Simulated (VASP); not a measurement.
Crystal: SrO.

```
Sr O
1.0
     0.00000    2.56630    2.56630
     2.56630    0.00000    2.56630
     2.56630    2.56630    0.00000
Sr O
1 1
Direct
  0.50000 0.50000 0.50000
  0.00000 0.00000 0.00000
```

| Item | Value |
| --- | --- |
| Program | VASP 6.6.1 |
| Task | relaxation of cell and atoms |
| Functional | r2SCAN |
| Potentials or basis | VASP PAW PBE potentials, release 64 (Sr_sv, O) |
| Cutoff | 600 eV |
| k mesh | 10 × 10 × 10 |
| Occupations | fermi-dirac, width 0.02 eV |
| Spin | no spin polarisation |

At the start: pressure 2.0 GPa; volume 16.90 Å³/atom.

Problem. How do energy, volume and symmetry change on relaxing?

Solution. Over 3 steps the energy falls by 2.2 meV/atom and the volume is 17.25 Å³/atom (+2.1 %); space group Fm-3m (No. 225, to 0.1 Å) before and after.

The path:
| step | energy change (eV) | largest force (eV/Å) | pressure (GPa) | volume (Å³) |
| --- | --- | --- | --- | --- |
| 1 | 0.0000 | 0.0000 | 2.04 | 33.80 |
| 2 | -0.0033 | 0.0000 | -0.93 | 34.86 |
| 3 | -0.0043 | 0.0000 | 0.01 | 34.51 |

Final structure:
```yaml
crystal:
  lattice:
    - [0.00000, 2.58395, 2.58395]
    - [2.58395, 0.00000, 2.58395]
    - [2.58395, 2.58395, 0.00000]
  atoms:
    - { symbol: Sr, position: [0.50000, 0.50000, 0.50000] }
    - { symbol: O, position: [0.00000, 0.00000, 0.00000] }
```

Caveat: the PAW data sets were made with another functional, which shifts forces and pressure a little.
